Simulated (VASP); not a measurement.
Crystal: P.

```xyz
4
Lattice="-0.0145 -0.0201 2.4676 4.9458 -0.1047 -0.0289 -0.1047 4.8948 -0.0403" Properties=species:S:1:pos:R:3 pbc="T T T"
P    -0.0593   -0.0560   -0.0043
P    -0.0574    2.4026    2.4364
P     2.3998    4.8610    2.3908
P     2.4100    2.4170    2.4704
```

- Program: VASP 6.6.1
- Task: relaxation of cell and atoms
- Functional: PBE
- Potentials or basis: VASP PAW PBE potentials, release 64 (P)
- Cutoff: 600 eV
- k mesh: 8 × 4 × 4
- Occupations: gaussian, width 0.2 eV
- Spin: no spin polarisation

At the start: pressure -2.4 GPa; volume 14.93 Å³/atom.

Question: Where does the relaxation end?

Answer: Over 15 steps the energy falls by 12.5 meV/atom and the volume is 14.68 Å³/atom (-1.6 %); space group P-1 (No. 2, to 0.1 Å) before, P4/mmm (No. 123, to 0.1 Å).

Step by step:
| step | energy change (eV) | largest force (eV/Å) | pressure (GPa) | volume (Å³) |
| --- | --- | --- | --- | --- |
| 1 | 0.0000 | 0.2323 | -2.38 | 59.70 |
| 2 | -0.0255 | 0.2014 | 1.36 | 57.80 |
| 3 | -0.0259 | 0.2031 | 0.93 | 58.00 |
| 4 | -0.0359 | 0.1452 | 0.36 | 58.26 |
| 5 | -0.0415 | 0.1287 | -0.78 | 58.79 |
| 6 | -0.0417 | 0.1329 | -0.58 | 58.70 |
| 7 | -0.0451 | 0.0809 | 0.27 | 58.28 |
| 8 | -0.0451 | 0.0815 | 0.27 | 58.28 |
| 9 | -0.0467 | 0.0699 | 0.02 | 58.43 |
| 10 | -0.0476 | 0.0655 | -0.25 | 58.62 |
| 11 | -0.0487 | 0.0483 | 0.10 | 58.51 |
| 12 | -0.0487 | 0.0445 | 0.15 | 58.50 |
| 13 | -0.0495 | 0.0344 | 0.07 | 58.59 |
| 14 | -0.0496 | 0.0365 | 0.00 | 58.67 |
| 15 | -0.0501 | 0.0239 | -0.03 | 58.72 |

Final structure:
```cif
data_structure
_symmetry_space_group_name_H-M 'P 1'
_symmetry_Int_Tables_number 1
_cell_length_a 2.4566
_cell_length_b 4.8789
_cell_length_c 4.8995
_cell_angle_alpha 90.039
_cell_angle_beta 90.103
_cell_angle_gamma 90.110
_cell_volume 58.72
loop_
_atom_site_label
_atom_site_type_symbol
_atom_site_fract_x
_atom_site_fract_y
_atom_site_fract_z
_atom_site_occupancy
P1 P 0.00096 0.99042 0.99766 1
P2 P 0.99922 0.99078 0.50336 1
P3 P 0.00005 0.50958 0.99653 1
P4 P 0.99978 0.50922 0.50244 1
```
